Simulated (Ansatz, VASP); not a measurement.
**Two plane-wave programs on Ba3Ta5**

File INCAR:

```
PREC = Accurate
ENCUT = 520
EDIFF = 1E-6
ISMEAR = 0
SIGMA = 0.1
LREAL = F
LASPH = T
NELM = 60
ALGO = Normal
ISIF = 2
LWAVE = F
LCHARG = T
GGA = PE
LELF = T
LVHAR = T
NBANDS = 52
```

Contents of KPOINTS:

```
Automatic mesh
0
Gamma
  4 4 4
```

File POSCAR:

```
Ba3Ta5
1.0
   -3.6114128800      3.6114128800      3.6114128800
    3.6114128800     -3.6114128800      3.6114128800
    3.6114128800      3.6114128800     -3.6114128800
Ba Ta
3 5
Direct
    0.0000000000      0.5000000000      0.5000000000
    0.5000000000      0.5000000000      0.0000000000
    0.5000000000      0.0000000000      0.5000000000
    0.0000000000      0.0000000000      0.0000000000
    0.0000000000      0.0000000000      0.5000000000
    0.0000000000      0.5000000000      0.0000000000
    0.5000000000      0.0000000000      0.0000000000
    0.5000000000      0.5000000000      0.5000000000
```

Input for Ansatz:

```yaml
crystal:
  lattice:
    - [-3.61141288, 3.61141288, 3.61141288]
    - [3.61141288, -3.61141288, 3.61141288]
    - [3.61141288, 3.61141288, -3.61141288]
  atoms:
    - { symbol: Ba, position: [0.0, 0.5, 0.5] }
    - { symbol: Ba, position: [0.5, 0.5, 0.0] }
    - { symbol: Ba, position: [0.5, 0.0, 0.5] }
    - { symbol: Ta, position: [0.0, 0.0, 0.0] }
    - { symbol: Ta, position: [0.0, 0.0, 0.5] }
    - { symbol: Ta, position: [0.0, 0.5, 0.0] }
    - { symbol: Ta, position: [0.5, 0.0, 0.0] }
    - { symbol: Ta, position: [0.5, 0.5, 0.5] }
basis:
  ecutwfc: 420
kpoints:
  mp_grid: { grid: [4, 4, 4] }
hamiltonian:
  xc: pbe
scf:
  occupations: { method: gaussian, width: 0.1 }
  lower_state_search: "off"
output:
  forces: true
  stress: true
  eigenvalues: true
```

Change from the starting cell: species swapped into the Fe5Co3 type (Im-3m, No. 229).

Alike in both runs: task single point; functional PBE; k mesh 4 × 4 × 4; occupations gaussian, width 0.1 eV; no spin polarisation.

|  | VASP | Ansatz |
| --- | --- | --- |
| version | VASP 6.6.1 | Ansatz 0.2.0 |
| potentials or method | VASP PAW PBE potentials, release 64 (Ba_sv, Ta_pv), cutoff 520 eV | scalar-relativistic, plane waves, PAW |
| valence electrons in the cell | 85 | 95 |

VASP gave:

- gap on the k mesh at the Fermi level (eV): none
- pressure (GPa): 1.8

Q: What did Ansatz give for the same quantities?

A: gap on the k mesh at the Fermi level (eV): none; pressure (GPa): -0.1.

A gap of «none» marks a metal or a gap that the smearing closes. With one functional, cell and mesh, what is left measures potentials, basis and numerics. VASP's potentials hold 85 valence electrons a cell and Ansatz's 95, so a difference there can come from the potentials and not from the codes.

Neither program's run includes spin-orbit coupling.
